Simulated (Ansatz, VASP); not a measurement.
## Zr2O in VASP and in Ansatz

The input INCAR:

```
SYSTEM = Zr2O
  PREC = Accurate
  ENCUT = 600
  EDIFF = 1E-6
  ISMEAR = 0
  SIGMA = 0.1
  LREAL = .False.
  LASPH = .True.
  NELM = 100
  ALGO = Normal
  ISIF = 3
  LWAVE = .False.
  LCHARG = .False.
  GGA = PS
  IBRION = 2
  NSW = 80
  EDIFFG = -0.05
```

File KPOINTS:

```
Automatic mesh
0
Gamma
  4 4 4
  0 0 0
```

POSCAR

```
Zr2O
1.0
    5.9491805894      0.0000000000      0.0000000000
    0.0000000000      5.9491805894      0.0000000000
    0.0000000000      0.0000000000      5.9491805894
Zr O
4 2
Direct
    0.2500000000      0.2500000000      0.2500000000
    0.7500000000      0.7500000000      0.2500000000
    0.2500000000      0.7500000000      0.7500000000
    0.7500000000      0.2500000000      0.7500000000
    0.0000000000      0.0000000000      0.0000000000
    0.5000000000      0.5000000000      0.5000000000
```

Input for Ansatz:

```yaml
crystal:
  lattice:
    - [5.9491805894, 0.0, 0.0]
    - [0.0, 5.9491805894, 0.0]
    - [0.0, 0.0, 5.9491805894]
  atoms:
    - { symbol: Zr, position: [0.25, 0.25, 0.25] }
    - { symbol: Zr, position: [0.75, 0.75, 0.25] }
    - { symbol: Zr, position: [0.25, 0.75, 0.75] }
    - { symbol: Zr, position: [0.75, 0.25, 0.75] }
    - { symbol: O, position: [0.0, 0.0, 0.0] }
    - { symbol: O, position: [0.5, 0.5, 0.5] }
basis:
  ecutwfc: 420
kpoints:
  mp_grid: { grid: [4, 4, 4] }
hamiltonian:
  xc: pbesol
scf:
  occupations: { method: gaussian, width: 0.1 }
output:
  forces: true
  stress: true
  eigenvalues: true
relax:
  adjacent_minimum: "off"
  f_tol: 0.05
  max_steps: 60
  cell: { stress_tol: 0.5 }
```

Alike in both runs: task relaxation of cell and atoms; functional PBEsol; k mesh 4 × 4 × 4; occupations gaussian, width 0.1 eV; no spin polarisation.

```csv
,VASP,Ansatz
version,VASP 6.6.1,Ansatz 0.2.0
potentials or method,"VASP PAW PBE potentials, release 64 (Zr_sv, O), cutoff 600 eV","scalar-relativistic, plane waves, PAW"
valence electrons in the cell,60,60
```

Ansatz gave:

- gap on the k mesh at the Fermi level, each at its own relaxed structure (eV): none
- relaxed volume (Å³/atom): 18.44
- relaxed cell length with the largest relative difference (Å): 4.801

**Question.** Which values does VASP return?

**Answer.** gap on the k mesh at the Fermi level, each at its own relaxed structure (eV): none; relaxed volume (Å³/atom): 18.44; relaxed cell length with the largest relative difference (Å): 4.800.

VASP's potentials were made for PBE, not for PBEsol. A gap of «none» marks a metal or a gap that the smearing closes.

Noted on VASP's run: the volume moved by over 15 % at a fixed basis, so the end points are rough.
